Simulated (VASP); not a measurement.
# Al (Cmme) in VASP: a series of runs

Runs on Al. Level: PBEsol. Tasks: single point.

All numbers are computed with VASP 6.6.1; they aren't measurements. Logs are shortened: lines on timing, memory, paths and dates and some standing lists are left out, and cuts for length are marked.

## (1) The cell of the first run

Symmetry: Cmme, No. 67, orthorhombic system. Conventional cell: a = 3.213 Å, b = 4.544 Å, c = 8.937 Å, α = 90.00°, β = 90.00°, γ = 90.00°. Within 3.5 Å of Al (site symmetry mm2) lie 14 Al at 2.66 to 3.21 Å. Al (site symmetry mm2) has 14 Al at 2.78 to 3.21 Å within 3.7 Å.

## (2) Single point, PBEsol

Contents of INCAR:

```
ALGO = Fast ; EDIFF = 1E-6
ENCUT = 520 ; GGA = PS
ISIF = 2 ; ISMEAR = 0
LASPH = T ; LCHARG = F
LREAL = F ; LWAVE = F
NBANDS = 14 ; NELM = 100
PREC = Accurate ; SIGMA = 0.15
```

Contents of KPOINTS:

```
k-points
0
Gamma
  22 22 7
```

Contents of POSCAR:

```
Al
1.0
   -1.6064390039      1.6064390039     -1.6064390039
   -1.6064390039     -1.6064390039      1.6064390039
    0.0000000000      6.3196899983      6.3196899983
Al
4
Direct
    0.0000000000      0.0000000000      0.8896854933
    0.5000000000      0.5000000000      0.1270979276
    0.0000000000      0.0000000000      0.3812937828
    0.5000000000      0.5000000000      0.6354896381
```

Potentials or basis: VASP PAW PBE potentials, release 64 (Al).

Started as:

```
> cat potpaw_PBE.64/Al/POTCAR > POTCAR
> mpirun -np 1 vasp_std > vasp.out
```

OUTCAR:

```text
EDIFF = 1E-6
   ENCUT = 520
   GGA = PS
   ISIF = 2
   ISMEAR = 0
   LASPH = T
   LREAL = F
   NELM = 100
   PREC = Accurate

 ion  position               nearest neighbor table
   1  0.000  0.000  0.890-   2 2.66   2 2.66   4 2.78   4 2.78   2 3.11   2 3.11   4 3.21   4 3.21

   2  0.500  0.500  0.127-   1 2.66   1 2.66   3 2.78   3 2.78   1 3.11   1 3.11   3 3.21   3 3.21

   3  0.000  0.000  0.381-   2 2.78   2 2.78   4 2.78   4 2.78   2 3.21   2 3.21   4 3.21   4 3.21

   4  0.500  0.500  0.635-   1 2.78   1 2.78   3 2.78   3 2.78   1 3.21   1 3.21   3 3.21   3 3.21

  LATTYP: Found a base centered orthorhombic cell.
 ALAT       =     3.2128780078
 B/A-ratio  =     1.4142135624
 C/A-ratio  =     2.7817400113

  Lattice vectors:

 A1 = (  -1.6064390039,   1.6064390039,  -1.6064390039)
 A2 = (  -1.6064390039,  -1.6064390039,   1.6064390039)
 A3 = (   0.0000000000,   6.3196899983,   6.3196899983)

Analysis of symmetry for initial positions (statically):
=====================================================================
 Subroutine PRICEL returns:
 Original cell was already a primitive cell.

 Routine SETGRP: Setting up the symmetry group for a
 base centered orthorhombic supercell.

 Subroutine GETGRP returns: Found  8 space group operations
 (whereof  4 operations were pure point group operations)
 out of a pool of  8 trial point group operations.

The static configuration has the point symmetry C_2v.
 The point group associated with its full space group is D_2h.

Analysis of symmetry for dynamics (positions and initial velocities):
=====================================================================
 Subroutine PRICEL returns:
 Original cell was already a primitive cell.

 Routine SETGRP: Setting up the symmetry group for a
 base centered orthorhombic supercell.

 Subroutine GETGRP returns: Found  8 space group operations
 (whereof  4 operations were pure point group operations)
 out of a pool of  8 trial point group operations.

The dynamic configuration has the point symmetry C_2v.
 The point group associated with its full space group is D_2h.

 Subroutine INISYM returns: Found  8 space group operations
 (whereof  4 operations are pure point group operations),
 and found     1 'primitive' translations

----------------------------------------------------------------------------------------

                                     Primitive cell

  volume of cell :      65.2355

  direct lattice vectors                    reciprocal lattice vectors
    -1.606439004  1.606439004 -1.606439004    -0.311247423  0.155623711 -0.155623711
    -1.606439004 -1.606439004  1.606439004    -0.311247423 -0.155623711  0.155623711
     0.000000000  6.319689998  6.319689998     0.000000000  0.079117805  0.079117805

  length of vectors
     2.782433974  2.782433974  8.937391306     0.381198685  0.381198685  0.111889473

  position of ions in fractional coordinates (direct lattice)
     0.000000000  0.000000000  0.889685493
     0.500000000  0.500000000  0.127097928
     0.000000000  0.000000000  0.381293783
     0.500000000  0.500000000  0.635489638

  ion indices of the primitive-cell ions
   primitive index   ion index
                 1           1
                 2           2
                 3           3
                 4           4

----------------------------------------------------------------------------------------

 KPOINTS: k-points

Automatic generation of k-mesh.
 Grid dimensions read from file:
 generate k-points for:   22   22    7

 Generating k-lattice:

  Cartesian coordinates                     Fractional coordinates (reciprocal lattice)
    -0.014147610  0.007073805 -0.007073805     0.045454545  0.000000000  0.000000000
    -0.014147610 -0.007073805  0.007073805     0.000000000  0.045454545  0.000000000
     0.000000000  0.011302544  0.011302544     0.000000000  0.000000000  0.142857143

  Length of vectors
     0.017327213  0.017327213  0.015984210

  Shift w.r.t. Gamma in fractional coordinates (k-lattice)
     0.000000000  0.000000000  0.000000000

 Subroutine IBZKPT returns following result:
 ===========================================

 Found    532 irreducible k-points:

 Following reciprocal coordinates:
            Coordinates               Weight
  0.000000  0.000000  0.000000      1.000000
  0.045455  0.000000  0.000000      4.000000
  0.090909  0.000000  0.000000      4.000000
  0.136364  0.000000  0.000000      4.000000
  0.181818  0.000000  0.000000      4.000000
  0.227273  0.000000  0.000000      4.000000
[... 16 lines left out ...]
  0.500000  0.045455  0.000000      4.000000
 -0.454545  0.045455  0.000000      4.000000
 [... further k-points ...]
   k-points           NKPTS =    532   k-points in BZ     NKDIM =    532   number of bands    NBANDS=     14
   number of dos      NEDOS =    301   number of ions     NIONS =      4
   total plane-waves  NPLWV =  40320
   dimension x,y,z NGX =    24 NGY =   24 NGZ =   70
   dimension x,y,z NGXF=    48 NGYF=   48 NGZF=  140
   ions per type =               4
   NGX,Y,Z   is equivalent  to a cutoff of  14.34, 14.34, 13.02 a.u.
   NGXF,Y,Z  is equivalent  to a cutoff of  28.68, 28.68, 26.04 a.u.
 SYSTEM =  unknown system
   PREC   = accura    normal or accurate (medium, high low for compatibility)
   ISTART =      0    job   : 0-new  1-cont  2-samecut
   ICHARG =      2    charge: 1-file 2-atom 10-const
   ISPIN  =      1    spin polarized calculation?
   LNONCOLLINEAR =      F non collinear calculations
   LSORBIT =      F    spin-orbit coupling
   LASPH  =      T    aspherical Exc in radial PAW
   ENCUT  =  520.0 eV  38.22 Ry    6.18 a.u.   5.17  5.17 16.62*2*pi/ulx,y,z
   NELM   =    100;   NELMIN=  2; NELMDL= -5     # of ELM steps
   EDIFF  = 0.1E-05   stopping-criterion for ELM
   LREAL  =      F    real-space projection
   EDIFFG = 0.1E-04   stopping-criterion for IOM
   NSW    =      0    number of steps for IOM
   IBRION =     -1    ionic relax: 0-MD 1-quasi-New 2-CG
   NFREE  =      0    steps in history (QN), initial steepest desc. (CG)
   ISIF   =      2    stress and relaxation
   ISYM   =      2    0-nonsym 1-usesym 2-fastsym
   POTIM  = 0.5000    time-step for ionic-motion
   TEBEG  =    0.0;   TEEND  =   0.0 temperature during run
   PSTRESS=    0.0 pullay stress
   NELECT =      12.0000    total number of electrons
   NUPDOWN=      -1.0000    fix difference up-down
   EMIN   =  10.00;   EMAX   =-10.00  energy-range for DOS
   EFERMI =   0.00;   METHOD = LEGACY
   ISMEAR =     0;   SIGMA  =   0.15  broadening in eV -4-tet -1-fermi 0-gaus
   EFERMI_NEDOS =   21; number of points for ismear=-14 and -15
   IALGO  =     68    algorithm
   IMIX   =      4    mixing-type and parameters
     AMIX     =   0.40;   BMIX     =  1.00
     AMIX_MAG =   1.60;   BMIX_MAG =  1.00
  volume/ion in A,a.u.               =      16.31       110.06
  Fermi-wavevector in a.u.,A,eV,Ry     =   0.931052  1.759433 11.794311  0.866857
  Thomas-Fermi vector in A             =   2.057505
   LORBIT       =      0    0 simple, 1 ext, 2 COOP (PROOUT), +10 PAW based schemes
   GGA     = PS    functional components
   LHFCALC =     F    Hartree Fock is set to
   AEXX    =    0.0000 exact exchange contribution
   IVDW    =     0    specifies the selected vdW correction
   LEPSILON=     F    determine dielectric tensor
   LRPA    =     F    only Hartree local field effects (RPA)
 non-spin polarized calculation
 RMM-DIIS sequential band-by-band and
 Gauss-broadening in eV      SIGMA  =   0.15
  energy-cutoff  :      520.00
  volume of cell :       65.24
 maximum number of plane-waves:      1776
 NGX is ok and might be reduce to    24
   NGX = 11   NGY = 11   NGZ = 33

 number of electron      12.0000000 magnetization

 Free energy of the ion-electron system (eV)
  ---------------------------------------------------
  ext. energy  EPLUGINS =         0.00000000
  ---------------------------------------------------
  free energy    TOTEN  =       -15.95412514 eV

  energy without entropy =      -15.93569586  energy(sigma->0) =      -15.94491050

 E-fermi :   8.0739     XC(G=0): -10.3019

 val. band max:        8.0721712798   @ k =  -0.3636   0.0455   0.1429
 cond. band min:       8.0786315875   @ k =   0.5000   0.3182   0.0000
 fundamental gap:      0.0064603077
 Fermi energy:         8.0738595252

 k-point     1 :       0.0000    0.0000    0.0000
  band No.  band energies     occupation
      1      -3.1527      2.00000
      2      -1.3841      2.00000
      3      -1.1941      2.00000
      4       3.8244      2.00000
      5       4.4097      2.00000
      6      12.6934      0.00000
      7      12.7703      0.00000
      8      16.0083      0.00000
      9      16.1741      0.00000
     10      17.3807      0.00000
     11      17.6279      0.00000
     12      17.8222      0.00000
     13      17.8822      0.00000
     14      18.0497      0.00000

 k-point     2 :       0.0455    0.0000    0.0000
  band No.  band energies     occupation
      1      -3.1083      2.00000
      2      -1.3402      2.00000
      3      -1.1502      2.00000
      4       3.8654      2.00000
      5       4.4530      2.00000
      6      12.7308      0.00000
      7      12.8055      0.00000
      8      15.0649      0.00000
      9      16.2076      0.00000
     10      16.5912      0.00000
     11      16.8133      0.00000
     12      17.7075      0.00000
     13      17.9339      0.00000
     14      18.3259      0.00000

 k-point     3 :       0.0909    0.0000    0.0000
  band No.  band energies     occupation
      1      -2.9750      2.00000
      2      -1.2087      2.00000
      3      -1.0187      2.00000
      4       3.9886      2.00000
      5       4.5828      2.00000
      6      12.8402      0.00000
      7      12.9016      0.00000
      8      13.6352      0.00000
      9      15.2069      0.00000
     10      15.4092      0.00000
     11      15.9705      0.00000
     12      17.4517      0.00000
     13      17.6670      0.00000
     14      18.9855      0.00000

 k-point     4 :       0.1364    0.0000    0.0000
  band No.  band energies     occupation
      1      -2.7532      2.00000
      2      -0.9898      2.00000
      3      -0.7997      2.00000
      4       4.1938      2.00000
      5       4.7979      2.00000
      6      12.1274      0.00000
      7      12.9955      0.00000
      8      13.0152      0.00000
      9      13.8305      0.00000
     10      13.9664      0.00000
     11      15.6851      0.00000
     12      17.1655      0.00000
     13      17.3700      0.00000
     14      18.3611      0.00000

 k-point     5 :       0.1818    0.0000    0.0000
  band No.  band energies     occupation
      1      -2.4433      2.00000
      2      -0.6839      2.00000
      3      -0.4937      2.00000
      4       4.4813      2.00000
      5       5.0957      2.00000
      6      10.6676      0.00000
      7      12.1651      0.00000
      8      12.3897      0.00000
      9      13.3827      0.00000
     10      13.4926      0.00000
     11      15.4305      0.00000
[... 276 lines left out ...]
 k-point    22 :       0.4545    0.0455    0.0000
  band No.  band energies     occupation
      1       1.5519      2.00000
      2       2.8030      2.00000
      3       3.2373      2.00000
      4       3.4192      2.00000
      5       4.5744      2.00000
      6       4.7567      2.00000
      7       8.2514      0.09407
      8       9.0501      0.00000
      9       9.4583      0.00000
     10      10.2436      0.00000
     11      13.8788      0.00000
     12      15.1187      0.00000
     13      15.3126      0.00000
     14      16.6270      0.00000

 k-point    23 :       0.5000    0.0455    0.0000
  band No.  band energies     occupation
      1       1.8521      2.00000
      2       2.4778      2.00000
      3       3.5094      2.00000
      4       3.6618      2.00000
      5       4.3047      2.00000
      6       4.4579      2.00000
      7       8.5378      0.00001
      8       9.1386      0.00000
      9       9.3438      0.00000
     10       9.9343      0.00000
     11      14.1543      0.00000
     12      15.2323      0.00000
     13      15.4060      0.00000
     14      16.9662      0.00000

 k-point    24 :      -0.4545    0.0455    0.0000
  band No.  band energies     occupation
      1       0.9783      2.00000
      2       2.6861      2.00000
      3       2.8741      2.00000
      4       3.4816      2.00000
      5       5.2213      2.00000
      6       5.4148      2.00000
      7       7.7024      1.99954
      8       8.5092      0.00004
      9      10.1169      0.00000
     10      10.8865      0.00000
     11      14.5054      0.00000
     12      15.2558      0.00000
     13      15.4042      0.00000
     14      16.7670      0.00000

 [... further k-points ...]

------------------------ aborting loop because EDIFF is reached ----------------------------------------

  FORCE on cell =-STRESS in cart. coord.  units (eV):
  Direction    XX          YY          ZZ          XY          YZ          ZX
  --------------------------------------------------------------------------------------
  -------------------------------------------------------------------------------------
  Total        0.6710470      0.5578282      0.5578282     -0.0000000      0.5026434      0.0000000
  in kB       16.4808381     13.7001960     13.7001960     -0.0000000     12.3448643      0.0000000
  external PRESSURE =      14.6270767 kB  Pullay stress =       0.0000000 kB

 VOLUME and BASIS-vectors are now :
 -----------------------------------------------------------------------------
  energy-cutoff  :      520.00
  volume of cell :       65.24
      direct lattice vectors                 reciprocal lattice vectors
    -1.606439004  1.606439004 -1.606439004    -0.311247423  0.155623711 -0.155623711
    -1.606439004 -1.606439004  1.606439004    -0.311247423 -0.155623711  0.155623711
     0.000000000  6.319689998  6.319689998     0.000000000  0.079117805  0.079117805

 POSITION                                       TOTAL-FORCE (eV/Angst)
 -----------------------------------------------------------------------------------
      0.00000      5.62254      5.62254         0.000000     -0.336627     -0.336627
     -1.60644      0.80322      0.80322        -0.000000      0.336627      0.336627
      0.00000      2.40966      2.40966         0.000000      0.001562      0.001562
     -1.60644      4.01610      4.01610         0.000000     -0.001562     -0.001562
 -----------------------------------------------------------------------------------
    total drift:                                0.000000     -0.000000     -0.000000

  FREE ENERGIE OF THE ION-ELECTRON SYSTEM (eV)
  ---------------------------------------------------
  free  energy   TOTEN  =       -15.9541251381 eV

  energy  without entropy=      -15.9356958583  energy(sigma->0) =      -15.94491050
```

It took 2.4 min on 1 thread of Intel Xeon 6975P-C (Granite Rapids), shared host; peak memory 0.46 GiB.

Results:

| Item | Value |
| --- | --- |
| Free energy | -15.9541 eV |
| Pressure | 1.5 GPa |
| Largest force | 0.476 eV/Å |
| Band gap on the k mesh | zero (band 6 reaches 13.09 eV, above the bottom of band 7 at 6.24 eV) |

Forces on the atoms (eV/Å):
```
Al   0.000 -0.337 -0.337
Al   0.000  0.337  0.337
Al   0.000  0.002  0.002
Al   0.000 -0.002 -0.002
```

Caveat: the PAW data sets were made with another functional, which shifts forces and pressure a little.

(Part 1 of 2 ends here.)
